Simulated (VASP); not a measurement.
# Os (Im-3m) in VASP: notebook, part 2 of 2

VASP 6.6.1.

### 4 Single point, BLYP (volume scaled by 0.88)

Contents of INCAR:

```
PREC = Accurate ; ENCUT = 500
EDIFF = 1E-6 ; ISMEAR = -1
SIGMA = 0.1 ; LREAL = F
LASPH = T ; NELM = 120
ALGO = Normal ; ISIF = 2
LWAVE = F ; LCHARG = F
GGA = B5 ; ALDAX = 1.0
AGGAX = 1.0 ; AGGAC = 1.0
ALDAC = 0.0 ; NBANDS = 14
GGA_COMPAT = F
```

Contents of KPOINTS:

```
Automatic mesh
0
Gamma
  16 16 16
```

Contents of POSCAR:

```
Os
1.0
   -1.5045471333      1.5045471333      1.5045471333
    1.5045471333     -1.5045471333      1.5045471333
    1.5045471333      1.5045471333     -1.5045471333
Os
1
Direct
    0.0000000000      0.0000000000      0.0000000000
```

Potentials or basis: VASP PAW PBE potentials, release 64 (Os_sv_GW).

The run is started by

```console
$ cat potpaw_PBE.64/Os_sv_GW/POTCAR > POTCAR
$ mpirun -np 1 vasp_std > vasp.out
```

OUTCAR:

```text
PREC = Accurate
   ENCUT = 500
   EDIFF = 1E-6
   ISMEAR = -1
   LREAL = F
   LASPH = T
   NELM = 120
   ISIF = 2
   GGA = B5

 ion  position               nearest neighbor table
   1  0.000  0.000  0.000-

  LATTYP: Found a body centered cubic cell.
 ALAT       =     3.0090942666

  Lattice vectors:

 A1 = (  -1.5045471333,   1.5045471333,   1.5045471333)
 A2 = (   1.5045471333,  -1.5045471333,   1.5045471333)
 A3 = (   1.5045471333,   1.5045471333,  -1.5045471333)

Analysis of symmetry for initial positions (statically):
=====================================================================
 Subroutine PRICEL returns:
 Original cell was already a primitive cell.

 Routine SETGRP: Setting up the symmetry group for a
 body centered cubic supercell.

 Subroutine GETGRP returns: Found 48 space group operations
[... 9 lines left out ...]

 Routine SETGRP: Setting up the symmetry group for a
 body centered cubic supercell.

 Subroutine GETGRP returns: Found 48 space group operations
 (whereof 48 operations were pure point group operations)
 out of a pool of 48 trial point group operations.

The dynamic configuration has the point symmetry O_h .

 Subroutine INISYM returns: Found 48 space group operations
 (whereof 48 operations are pure point group operations),
 and found     1 'primitive' translations

----------------------------------------------------------------------------------------

                                     Primitive cell

  volume of cell :      13.6231

  direct lattice vectors                    reciprocal lattice vectors
    -1.504547133  1.504547133  1.504547133     0.000000000  0.332325913  0.332325913
     1.504547133 -1.504547133  1.504547133     0.332325913  0.000000000  0.332325913
     1.504547133  1.504547133 -1.504547133     0.332325913  0.332325913  0.000000000

  length of vectors
     2.605952077  2.605952077  2.605952077     0.469979814  0.469979814  0.469979814

  position of ions in fractional coordinates (direct lattice)
[... 98 lines left out ...]
  volume/ion in A,a.u.               =      13.62        91.93
  Fermi-wavevector in a.u.,A,eV,Ry     =   1.727252  3.264033 40.591613  2.983399
  Thomas-Fermi vector in A             =   2.802410
   LORBIT       =      0    0 simple, 1 ext, 2 COOP (PROOUT), +10 PAW based schemes
   GGA     = B5    functional components
   LHFCALC =     F    Hartree Fock is set to
   AEXX    =    0.0000 exact exchange contribution
   IVDW    =     0    specifies the selected vdW correction
   LEPSILON=     F    determine dielectric tensor
   LRPA    =     F    only Hartree local field effects (RPA)
 non-spin polarized calculation
  energy-cutoff  :      500.00
  volume of cell :       13.62
 maximum number of plane-waves:       370
   NGX =  9   NGY =  9   NGZ =  9

 number of electron      16.0000000 magnetization

 Free energy of the ion-electron system (eV)
  ---------------------------------------------------
  ext. energy  EPLUGINS =         0.00000000
  ---------------------------------------------------
  free energy    TOTEN  =        -9.69985951 eV

  energy without entropy =       -9.65399822  energy(sigma->0) =       -9.67692886

 E-fermi :  15.1902     XC(G=0): -14.0660

 val. band max:       15.1861278613   @ k =   0.1250   0.1250   0.0625
 cond. band min:      15.2123691932   @ k =   0.1250   0.0625   0.0000
 fundamental gap:      0.0262413319
 Fermi energy:        15.1901861811

 k-point     1 :       0.0000    0.0000    0.0000
  band No.  band energies     occupation
      1     -71.1824      2.00000
      2     -30.2815      2.00000
      3     -30.2815      2.00000
      4     -30.2815      2.00000
      5       3.9650      2.00000
      6      11.5087      2.00000
      7      11.5087      2.00000
      8      11.5087      2.00000
      9      15.0867      1.47586
     10      15.0867      1.47586
     11      30.7310      0.00000
     12      30.7310      0.00000
     13      30.7310      0.00000
     14      44.0481      0.00000
[... 377 lines left out ...]
      1     -71.0678      2.00000
      2     -31.2382      2.00000
      3     -30.6808      2.00000
      4     -30.3839      2.00000
      5       8.0988      2.00000
      6       9.9269      2.00000
      7      11.0291      2.00000
      8      14.4153      1.99914
      9      15.8449      0.00286
     10      18.4965      0.00000
     11      27.5833      0.00000
     12      30.5711      0.00000
     13      32.9414      0.00000
     14      36.4229      0.00000

 [... further k-points ...]
[... 5 lines left out ...]
  --------------------------------------------------------------------------------------
  -------------------------------------------------------------------------------------
  Total        4.4373134      4.4373134      4.4373134     -0.0000000     -0.0000000      0.0000000
  in kB      521.8591523    521.8591523    521.8591523     -0.0000000     -0.0000000      0.0000000
  external PRESSURE =     521.8591523 kB  Pullay stress =       0.0000000 kB

 VOLUME and BASIS-vectors are now :
 -----------------------------------------------------------------------------
  energy-cutoff  :      500.00
  volume of cell :       13.62
      direct lattice vectors                 reciprocal lattice vectors
    -1.504547133  1.504547133  1.504547133     0.000000000  0.332325913  0.332325913
     1.504547133 -1.504547133  1.504547133     0.332325913  0.000000000  0.332325913
     1.504547133  1.504547133 -1.504547133     0.332325913  0.332325913  0.000000000

 POSITION                                       TOTAL-FORCE (eV/Angst)
 -----------------------------------------------------------------------------------
      0.00000      0.00000      0.00000        -0.000000     -0.000000      0.000000
 -----------------------------------------------------------------------------------
    total drift:                               -0.000000     -0.000000      0.000000

  FREE ENERGIE OF THE ION-ELECTRON SYSTEM (eV)
  ---------------------------------------------------
  free  energy   TOTEN  =        -9.6998595116 eV

  energy  without entropy=       -9.6539982155  energy(sigma->0) =       -9.67692886
```

OSZICAR:

```text
N       E                     dE             d eps       ncg     rms          rms(c)
DAV:   1     0.882040361603E+02    0.88204E+02   -0.10696E+04  4230   0.118E+03
DAV:   2    -0.926888656908E+01   -0.97473E+02   -0.92663E+02  5182   0.341E+02
DAV:   3    -0.106090354870E+02   -0.13401E+01   -0.13357E+01  4366   0.356E+01
DAV:   4    -0.106107251778E+02   -0.16897E-02   -0.16896E-02  5056   0.162E+00
DAV:   5    -0.106107280174E+02   -0.28396E-05   -0.28398E-05  4390   0.589E-02    0.917E+01
DAV:   6    -0.980607450161E+01    0.80465E+00   -0.89887E-01  4168   0.100E+01    0.499E+01
DAV:   7    -0.971528050912E+01    0.90794E-01   -0.42594E-01  4414   0.658E+00    0.762E+00
DAV:   8    -0.969988404147E+01    0.15396E-01   -0.50585E-02  4198   0.264E+00    0.330E-01
DAV:   9    -0.969990327210E+01   -0.19231E-04   -0.67704E-04  4588   0.264E-01    0.641E-01
DAV:  10    -0.969985361935E+01    0.49653E-04   -0.75259E-05  4414   0.118E-01    0.370E-01
DAV:  11    -0.969985933510E+01   -0.57157E-05   -0.28461E-06  4540   0.209E-02    0.713E-03
DAV:  12    -0.969985951161E+01   -0.17651E-06   -0.79391E-08  2228   0.302E-03
   1 F= -.96998595E+01 E0= -.96769289E+01  d E =-.458613E-01
```

It took 28 s on 1 thread of AMD EPYC 7R43 (Zen 3), shared host; peak memory 0.11 GiB.

What came out:

* Free energy: -9.6999 eV
* Pressure: 52.2 GPa
* Band gap on the k mesh: zero (band 8 reaches 17.83 eV, above the bottom of band 9 at 12.94 eV)

Caveat: the PAW data sets were made with another functional, which shifts forces and pressure a little; spin-orbit coupling is left out, which moves the levels of the heavy elements.

### 5 Summary

| cell | gap on the mesh (eV) | pressure (GPa) |
| --- | --- | --- |
| a = 2.719 Å, angles 109.5°, 1 atom | none | -0.9 |
| a = 2.790 Å, angles 109.5°, 1 atom | none | -20.3 |
| a = 2.606 Å, angles 109.5°, 1 atom | none | 52.2 |

Alike in all rows: task single point; level BLYP; potentials or basis VASP PAW PBE potentials, release 64 (Os_sv_GW); no spin polarisation; k mesh 16 × 16 × 16; cutoff (eV) 500; smearing fermi-dirac 0.1 eV.

Caveats: the PAW data sets were made with another functional, which shifts forces and pressure a little; spin-orbit coupling is left out, which moves the levels of the heavy elements.

Absolute energies hang on the potentials; compare differences alone.
